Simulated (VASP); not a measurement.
Input of a VASP 6.6.1 run:

Contents of INCAR:

```
ALGO = Normal
EDIFF = 1E-7
ENCUT = 520
GGA = PE
ISIF = 2
ISMEAR = 0
LASPH = T
LCHARG = F
LREAL = F
LWAVE = F
NBANDS = 52
NELM = 100
PREC = Accurate
SIGMA = 0.02
```

The input KPOINTS:

```
k-points
0
Gamma
  12 12 2
```

POSCAR

```
Ga2As3
1.0
    4.0307631145      0.0000000000      0.0000000000
   -2.0153815573      3.4907432538      0.0000000000
    0.0000000000      0.0000000000     16.6125963095
Ga As
4 6
Direct
    0.0000000000      0.0000000000      0.4478024631
    0.3333333333      0.6666666667      0.6482874215
    0.3333333333      0.6666666667      0.0468764066
    0.6666666667      0.3333333333      0.2471113446
    0.6666666667      0.3333333333      0.3976421411
    0.0000000000      0.0000000000      0.5984037699
    0.3333333333      0.6666666667      0.7990362080
    0.0000000000      0.0000000000      0.9901916761
    0.3333333333      0.6666666667      0.1970880552
    0.6666666667      0.3333333333      0.8685605140
```

Potentials or basis: VASP PAW PBE potentials, release 64 (Ga_d, As).

Command:

```console
$ cat potpaw_PBE.64/Ga_d/POTCAR potpaw_PBE.64/As/POTCAR > POTCAR
$ mpirun -np 1 vasp_std > vasp.out
```

Problem. Estimate the pressure.

Solution. 0.2 GPa.

Problem. What does it give for the band gap on the k mesh?

Solution. 0.20 eV (least direct gap 0.37 eV).

Problem. What does it give for the largest force?

Solution. 0.023 eV/Å.

Forces in eV/Å, atoms in the order of the input:
```
Ga   0.000  0.000  0.002
Ga   0.000  0.000  0.005
Ga   0.000  0.000  0.001
Ga   0.000  0.000  0.004
As   0.000  0.000 -0.002
As   0.000  0.000 -0.002
As   0.000  0.000 -0.012
As   0.000  0.000 -0.015
As   0.000  0.000 -0.002
As   0.000  0.000  0.023
```

A k mesh can miss the band edges.
